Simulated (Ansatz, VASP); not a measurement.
# One calculation of CoSi2, two programs

The input INCAR:

```
PREC = Accurate
ENCUT = 520
EDIFF = 1E-6
ISMEAR = 0
SIGMA = 0.15
LREAL = F
LASPH = T
NELM = 60
ALGO = Normal
ISIF = 2
LWAVE = F
LCHARG = F
GGA = PE
NBANDS = 16
```

File KPOINTS:

```
regular mesh
0
Gamma
  16 16 16
```

File POSCAR:

```
CoSi2
1.0
    0.0000000000      2.6799390597      2.6799390597
    2.6799390597      0.0000000000      2.6799390597
    2.6799390597      2.6799390597      0.0000000000
Co Si
1 2
Direct
    0.0000000000      0.0000000000      0.0000000000
    0.2500000000      0.2500000000      0.2500000000
    0.7500000000      0.7500000000      0.7500000000
```

Input for Ansatz:

```yaml
crystal:
  lattice:
    - [0.0, 2.6799390578, 2.6799390578]
    - [2.6799390578, 0.0, 2.6799390578]
    - [2.6799390578, 2.6799390578, 0.0]
  atoms:
    - { symbol: Co, position: [0.0, 0.0, 0.0] }
    - { symbol: Si, position: [0.25, 0.25, 0.25] }
    - { symbol: Si, position: [0.75, 0.75, 0.75] }
basis:
  ecutwfc: 420
kpoints:
  mp_grid: { grid: [16, 16, 16] }
hamiltonian:
  xc: pbe
scf:
  occupations: { method: gaussian, width: 0.15 }
output:
  forces: true
  stress: true
  eigenvalues: true
  write_density: true
  write_potential: true
  elf: true
  volumetric_format: npy
```

Alike in both runs: task single point; functional PBE; k mesh 16 × 16 × 16; occupations gaussian, width 0.15 eV; no spin polarisation.

```csv
,VASP,Ansatz
version,VASP 6.6.1,Ansatz 0.2.0
potentials or method,"VASP PAW PBE potentials, release 64 (Co, Si), cutoff 520 eV","scalar-relativistic, plane waves, PAW"
valence electrons in the cell,17,25
```

```tsv
	VASP	Ansatz	Ansatz less VASP
gap on the k mesh at the Fermi level (eV)	none	none	-
pressure (GPa)	-0.2	0.0	+0.23
```

A gap of «none» marks a metal or a gap that the smearing closes. VASP's potentials hold 17 valence electrons a cell and Ansatz's 25, so a difference there can come from the potentials and not from the codes.
